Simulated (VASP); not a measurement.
# Ga (P6_3/mmc) in VASP: notebook, part 2 of 2

VASP 6.6.1.

## 3. Single point, r2SCAN (15.76 Å³/atom)

This run uses another cell than the first one, of 15.76 Å³/atom.

The input, POSCAR:

```
Ga
1.0
    2.8606872088      0.0000000000      0.0000000000
   -1.4303436044      2.4774277951      0.0000000000
    0.0000000000      0.0000000000      8.8933124393
Ga
4
Direct
    0.0000000000      0.0000000000      1.0000000000
    0.0000000000      0.0000000000      0.5000000000
    0.3333333333      0.6666666667      0.2500000000
    0.6666666667      0.3333333333      0.7500000000
```

The input, INCAR.step1:

```
SYSTEM = Ga
PREC = Accurate
ENCUT = 520
ISMEAR = -1
SIGMA = 0.1
LREAL = .False.
LASPH = .True.
NELM = 60
NBANDS = 34
GGA = PE
ALGO = Normal
EDIFF = 1E-4
LWAVE = .True.
LCHARG = .False.
```

The input, INCAR.step2:

```
SYSTEM = Ga
PREC = Accurate
ENCUT = 520
EDIFF = 1E-7
ISMEAR = -1
SIGMA = 0.1
LREAL = .False.
LASPH = .True.
NELM = 60
ALGO = Normal
ISIF = 2
LWAVE = .False.
LCHARG = .False.
METAGGA = R2SCAN
LMIXTAU = .True.
NBANDS = 34
ISTART = 1
```

The input, KPOINTS:

```
Automatic mesh
0
Gamma
  14 14 4
  0 0 0
```

Potentials or basis: VASP PAW PBE potentials, release 64 (Ga_d).

Launch:

```
> cat potpaw_PBE.64/Ga_d/POTCAR > POTCAR
> cp INCAR.step1 INCAR
> mpirun -np 1 vasp_std > vasp.out
> cp INCAR.step2 INCAR
> mpirun -np 1 vasp_std > vasp.out
```

OUTCAR:

```text
SYSTEM = Ga
   PREC = Accurate
   ENCUT = 520
   EDIFF = 1E-7
   ISMEAR = -1
   LREAL = .False.
   LASPH = .True.
   NELM = 60
   ISIF = 2
   METAGGA = R2SCAN
   ISTART = 1

 ion  position               nearest neighbor table
   1  0.000  0.000  0.000-   3 2.77   4 2.77   3 2.77   4 2.77   4 2.77   3 2.77
   2  0.000  0.000  0.500-   3 2.77   4 2.77   3 2.77   4 2.77   4 2.77   3 2.77
   3  0.333  0.667  0.250-   1 2.77   2 2.77   1 2.77   2 2.77   1 2.77   2 2.77
   4  0.667  0.333  0.750-   1 2.77   2 2.77   1 2.77   2 2.77   1 2.77   2 2.77
[... 1091 lines left out ...]
  Direction    XX          YY          ZZ          XY          YZ          ZX
  --------------------------------------------------------------------------------------
  -------------------------------------------------------------------------------------
  Total        3.9742193      3.9742193      4.2738129      0.0000000     -0.0000000      0.0000000
  in kB      101.0246805    101.0246805    108.6403502      0.0000000     -0.0000000      0.0000000
  external PRESSURE =     103.5632371 kB  Pullay stress =       0.0000000 kB

 VOLUME and BASIS-vectors are now :
 -----------------------------------------------------------------------------
  energy-cutoff  :      520.00
  volume of cell :       63.03
      direct lattice vectors                 reciprocal lattice vectors
     2.860687209  0.000000000  0.000000000     0.349566355  0.201822229  0.000000000
    -1.430343604  2.477427795  0.000000000     0.000000000  0.403644458  0.000000000
     0.000000000  0.000000000  8.893312439     0.000000000  0.000000000  0.112444042

 POSITION                                       TOTAL-FORCE (eV/Angst)
 -----------------------------------------------------------------------------------
      0.00000      0.00000      0.00000         0.000000      0.000000     -0.000000
      0.00000      0.00000      4.44666        -0.000000      0.000000     -0.000000
     -0.00000      1.65162      2.22333         0.000000      0.000000      0.000000
      1.43034      0.82581      6.66998        -0.000000     -0.000000     -0.000000
 -----------------------------------------------------------------------------------
    total drift:                               -0.000000      0.000000      0.000000

  FREE ENERGIE OF THE ION-ELECTRON SYSTEM (eV)
  ---------------------------------------------------
  free  energy   TOTEN  =       -44.9539858764 eV

  energy  without entropy=      -44.9053473678  energy(sigma->0) =      -44.92966662
```

OUTCAR.step1:

```text
SYSTEM = Ga
   PREC = Accurate
   ENCUT = 520
   ISMEAR = -1
   LREAL = .False.
   LASPH = .True.
   NELM = 60
[... 1118 lines left out ...]
      0.00000      0.00000      4.44666         0.000000      0.000000      0.000000
     -0.00000      1.65162      2.22333         0.000000      0.000000     -0.000000
      1.43034      0.82581      6.66998        -0.000000      0.000000      0.000000
 -----------------------------------------------------------------------------------
    total drift:                               -0.000000      0.000000      0.000000

  FREE ENERGIE OF THE ION-ELECTRON SYSTEM (eV)
  ---------------------------------------------------
  free  energy   TOTEN  =       -11.0505263430 eV

  energy  without entropy=      -10.9993302130  energy(sigma->0) =      -11.02492828
```

OSZICAR.step1:

```text
N       E                     dE             d eps       ncg     rms          rms(c)
DAV:   1     0.340056665576E+03    0.34006E+03   -0.25275E+04  5416   0.307E+03
DAV:   2     0.290196159071E+02   -0.31104E+03   -0.30284E+03  5000   0.517E+02
DAV:   3    -0.999468079864E+01   -0.39014E+02   -0.38477E+02  5578   0.146E+02
DAV:   4    -0.111733967774E+02   -0.11787E+01   -0.11702E+01  5664   0.286E+01
DAV:   5    -0.112011823057E+02   -0.27786E-01   -0.27742E-01  6248   0.439E+00    0.211E+00
DAV:   6    -0.110824909681E+02    0.11869E+00   -0.22381E-01  6168   0.677E+00    0.105E+00
DAV:   7    -0.110536648035E+02    0.28826E-01   -0.62266E-02  7116   0.248E+00    0.248E-01
DAV:   8    -0.110505333360E+02    0.31315E-02   -0.75287E-03  5378   0.103E+00    0.383E-02
DAV:   9    -0.110505263430E+02    0.69930E-05   -0.41199E-04  5136   0.186E-01
   1 F= -.11050526E+02 E0= -.11024928E+02  d E =-.511961E-01
```

It took 5 min on 1 thread of Intel Xeon 6975P-C (Granite Rapids), shared host; peak memory 0.27 GiB.

Results:

```yaml
Free_energy: -44.9540 eV
Pressure: 10.4 GPa
Band_gap_on_the_k_mesh: zero (bands 26 and 27 overlap by 7.78 eV)
```

Caveat: the cell stands under pressure; the PAW data sets were made with another functional, which shifts forces and pressure a little.

## 4. Single point, r2SCAN (16.47 Å³/atom)

This run uses another cell than the first one, of 16.47 Å³/atom.

The input, POSCAR:

```
Ga
1.0
    2.9033903285      0.0000000000      0.0000000000
   -1.4516951643      2.5144097816      0.0000000000
    0.0000000000      0.0000000000      9.0260680180
Ga
4
Direct
    0.0000000000      0.0000000000      1.0000000000
    0.0000000000      0.0000000000      0.5000000000
    0.3333333333      0.6666666667      0.2500000000
    0.6666666667      0.3333333333      0.7500000000
```

The input, INCAR.step1:

```
ALGO = Normal ; EDIFF = 1E-4
ENCUT = 520 ; GGA = PE
ISMEAR = -1 ; LASPH = True
LCHARG = False ; LREAL = False
LWAVE = True ; NBANDS = 34
NELM = 100 ; PREC = Accurate
SIGMA = 0.1
```

The input, INCAR.step2:

```
ALGO = Normal ; EDIFF = 1E-7
ENCUT = 520 ; ISIF = 2
ISMEAR = -1 ; ISTART = 1
LASPH = True ; LCHARG = True
LELF = True ; LMIXTAU = True
LREAL = False ; LVHAR = True
LWAVE = False ; METAGGA = R2SCAN
NBANDS = 34 ; NELM = 100
PREC = Accurate ; SIGMA = 0.1
```

The input, KPOINTS:

```
k-points
0
Gamma
  14 14 4
```

Launch:

```
> cat potpaw_PBE.64/Ga_d/POTCAR > POTCAR
> cp INCAR.step1 INCAR
> mpirun -np 1 vasp_std > vasp.out
> cp INCAR.step2 INCAR
> mpirun -np 1 vasp_std > vasp.out
```

Wall time 4.9 min (1 thread of Intel Xeon 6975P-C (Granite Rapids), shared host); peak memory 0.27 GiB.

Results (log left out):

```
Free energy            : -45.0986 eV
Pressure               : 6.1 GPa
Band gap on the k mesh : zero (bands 26 and 27 overlap by 7.48 eV)
```

Stress tensor (GPa, compression positive):
```
5.97 0.00 0.00
0.00 5.97 0.00
0.00 0.00 6.40
```

Levels at points of the mesh, in eV from the Fermi level:
| k point | band 23 | band 24 | band 25 | band 26 | band 27 | band 28 | band 29 | band 30 |
| --- | --- | --- | --- | --- | --- | --- | --- | --- |
| (0.00, 0.00, 0.00) | -10.85 | -4.77 | -4.61 | 5.25 | 5.26 | 10.63 | 10.63 | 11.66 |
| (0.50, 0.00, 0.00) | -4.57 | -4.37 | -4.27 | -3.86 | 1.26 | 1.42 | 1.55 | 2.74 |
| (0.00, 0.00, 0.50) | -8.28 | -8.28 | -0.16 | -0.16 | 10.99 | 10.99 | 10.99 | 10.99 |
| (0.50, 0.00, 0.50) | -5.55 | -5.55 | -2.18 | -2.18 | -1.32 | -1.32 | 5.31 | 5.31 |

Caveat: the cell stands under pressure; the PAW data sets were made with another functional, which shifts forces and pressure a little.

## 5. Single point, r2SCAN (17.19 Å³/atom)

This run uses another cell than the first one, of 17.19 Å³/atom.

The input, POSCAR:

```
Ga
1.0
    2.9448729377      0.0000000000      0.0000000000
   -1.4724364689      2.5503347750      0.0000000000
    0.0000000000      0.0000000000      9.1550292701
Ga
4
Direct
    0.0000000000      0.0000000000      1.0000000000
    0.0000000000      0.0000000000      0.5000000000
    0.3333333333      0.6666666667      0.2500000000
    0.6666666667      0.3333333333      0.7500000000
```

The input, INCAR.step1:

```
SYSTEM = Ga
PREC = Accurate ; ENCUT = 520
ISMEAR = -1 ; SIGMA = 0.1
LREAL = .False. ; LASPH = .True.
NELM = 100 ; NBANDS = 34
GGA = PE ; ALGO = Normal
EDIFF = 1E-4 ; LWAVE = .True.
LCHARG = .False.
```

The input, INCAR.step2:

```
SYSTEM = Ga
PREC = Accurate ; ENCUT = 520
EDIFF = 1E-6 ; ISMEAR = -1
SIGMA = 0.1 ; LREAL = .False.
LASPH = .True. ; NELM = 100
ALGO = Normal ; ISIF = 2
LWAVE = .False. ; LCHARG = .False.
METAGGA = R2SCAN ; LMIXTAU = .True.
NBANDS = 34 ; ISTART = 1
```

The input, KPOINTS:

```
regular mesh
0
Gamma
  14 14 4
  0 0 0
```

Launch:

```
> cat potpaw_PBE.64/Ga_d/POTCAR > POTCAR
> cp INCAR.step1 INCAR
> mpirun -np 1 vasp_std > vasp.out
> cp INCAR.step2 INCAR
> mpirun -np 1 vasp_std > vasp.out
```

Run time: 3.6 min. Hardware: 1 thread of Intel Xeon 6975P-C (Granite Rapids), shared host; peak memory 0.28 GiB.

The run converged. Its results:

```yaml
Free_energy: -45.1766 eV
Pressure: 2.8 GPa
Band_gap_on_the_k_mesh: zero (bands 26 and 27 overlap by 7.19 eV)
```

Levels at points of the mesh, in eV from the Fermi level:
```csv
k point,band 24,band 25,band 26,band 27,band 28,band 29
"(0.00, 0.00, 0.00)",-4.58,-4.53,5.10,5.11,10.27,10.27
"(0.50, 0.00, 0.00)",-4.35,-4.04,-3.80,1.19,1.27,1.57
"(0.00, 0.00, 0.50)",-8.03,-0.15,-0.15,10.62,10.62,10.62
"(0.50, 0.00, 0.50)",-5.34,-2.09,-2.09,-1.32,-1.32,5.14
```

Caveat: the PAW data sets were made with another functional, which shifts forces and pressure a little.

## 6. Summary

```tsv
cell	k mesh	gap on the mesh (eV)	pressure (GPa)
a = 2.985, b = 2.985, c = 9.280 Å, angles 90.0, 90.0, 120.0°, 4 atoms	12 × 12 × 4	none	0.1
a = 2.861, b = 2.861, c = 8.893 Å, angles 90.0, 90.0, 120.0°, 4 atoms	14 × 14 × 4	none	10.4
a = 2.903, b = 2.903, c = 9.026 Å, angles 90.0, 90.0, 120.0°, 4 atoms	14 × 14 × 4	none	6.1
a = 2.945, b = 2.945, c = 9.155 Å, angles 90.0, 90.0, 120.0°, 4 atoms	14 × 14 × 4	none	2.8
```

Alike in all rows: task single point; level r2SCAN; potentials or basis VASP PAW PBE potentials, release 64 (Ga_d); no spin polarisation; cutoff (eV) 520; smearing fermi-dirac 0.1 eV.

Caveats: the PAW data sets were made with another functional, which shifts forces and pressure a little; the cell stands under pressure (at least some runs).

Absolute energies hang on the potentials; compare differences alone.
